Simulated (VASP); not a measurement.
A run of VASP 6.6.1 is set up as follows.

The input INCAR:

```
PREC = Accurate ; ENCUT = 520
EDIFF = 1E-6 ; ISMEAR = 0
SIGMA = 0.1 ; LREAL = F
LASPH = T ; NELM = 150
ALGO = Normal ; ISIF = 2
LWAVE = F ; LCHARG = T
ISPIN = 2 ; MAGMOM = 0 0 0 0 0 0 1 1
LORBIT = 11 ; LMAXMIX = 4
GGA = PE ; LELF = T
LVHAR = T ; NBANDS = 40
```

KPOINTS

```
Automatic mesh
0
Gamma
  4 4 4
```

File POSCAR:

```
Si3Mo
1.0
    3.8843051031     -2.5160632069      0.0000000000
    3.8843051031      2.5160632069      0.0000000000
    0.0000000000      0.0000000000      5.9380341929
Si Mo
6 2
Direct
    0.3997038115      0.6002961885      0.8722300230
    0.6002961885      0.3997038115      0.3722300230
    0.0125261498      0.4215027796      0.6823065341
    0.4215027796      0.0125261498      0.1823065341
    0.5784972204      0.9874738502      0.6823065341
    0.9874738502      0.5784972204      0.1823065341
    0.1169979282      0.8830020718      0.5144177923
    0.8830020718      0.1169979282      0.0144177923
```

Potentials or basis: VASP PAW PBE potentials, release 64 (Si, Mo_sv).

Command:

```sh
$ cat potpaw_PBE.64/Si/POTCAR potpaw_PBE.64/Mo_sv/POTCAR > POTCAR
$ mpirun -np 1 vasp_std > vasp.out
```

(1) What does it give for the band gap on the k mesh?

(2) Estimate the net moment.

(3) Estimate the largest force.

Results:

(1) zero (filled and empty bands overlap).

(2) 0.00 μB per cell.

(3) 0.057 eV/Å.

Caveat: the k points lie up to 0.37 Å⁻¹ apart, too coarse for converged energies and pressures of a metal.
